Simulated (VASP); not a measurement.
SbSe2:

```
Sb Se
1.0
     3.36480    0.00000    0.00000
     0.00000    3.36480    0.00000
     0.00000    0.00000    6.97535
Sb Se
1 2
Direct
  0.00000 0.00000 0.00000
  0.50000 0.50000 0.28432
  0.50000 0.50000 0.71568
```

| Quantity | Value |
| --- | --- |
| Program | VASP 6.6.1 |
| Task | relaxation of cell and atoms |
| Functional | PBE |
| Potentials or basis | VASP PAW PBE potentials, release 64 (Sb, Se) |
| Cutoff | 600 eV |
| k mesh | 6 × 6 × 4 |
| Occupations | gaussian, width 0.1 eV |
| Spin | no spin polarisation |

At the start: pressure -1.8 GPa; volume 26.32 Å³/atom.

Where does the relaxation end?

Over 19 steps the energy falls by 229.9 meV/atom and the volume is 27.30 Å³/atom (+3.7 %); space group P4/mmm (No. 123, to 0.05 Å).

Step by step:
| step | energy change (eV) | largest force (eV/Å) | pressure (GPa) | volume (Å³) |
| --- | --- | --- | --- | --- |
| 1 | 0.0000 | 0.5996 | -1.76 | 78.97 |
| 2 | -0.0762 | 0.3502 | 1.45 | 75.69 |
| 3 | -0.0847 | 0.1676 | 3.13 | 74.32 |
| 4 | -0.1351 | 0.0422 | 3.65 | 74.42 |
| 5 | -0.2726 | 0.2052 | 5.29 | 74.54 |
| 6 | -0.4334 | 0.4008 | 7.71 | 73.93 |
| 7 | 3.2733 | 9.0297 | 33.64 | 68.89 |
| 8 | -0.4713 | 0.0180 | 7.24 | 73.80 |
| 9 | -0.0744 | 1.3504 | 12.11 | 71.95 |
| 10 | -0.4924 | 0.0363 | 7.30 | 73.58 |
| 11 | -0.4599 | 0.2170 | 8.66 | 72.87 |
| 12 | -0.5026 | 0.0372 | 7.57 | 73.27 |
| 13 | -0.5821 | 0.0906 | 5.47 | 75.53 |
| 14 | -0.5905 | 0.2413 | 4.00 | 77.51 |
| 15 | -0.5947 | 0.1701 | 4.49 | 76.81 |
| 16 | -0.6448 | 0.0889 | 2.97 | 78.24 |
| 17 | -0.6869 | 0.0045 | 0.71 | 80.90 |
| 18 | -0.6896 | 0.0081 | 0.15 | 81.68 |
| 19 | -0.6898 | 0.0111 | 0.01 | 81.89 |

Final structure:
```xyz
3
Lattice="3.8675 0.0000 0.0000 0.0000 3.8675 0.0000 0.0000 0.0000 5.4750" Properties=species:S:1:pos:R:3 pbc="T T T"
Sb    0.0000    0.0000    0.0000
Se    1.9338    1.9338    1.3983
Se    1.9338    1.9338    4.0767
```
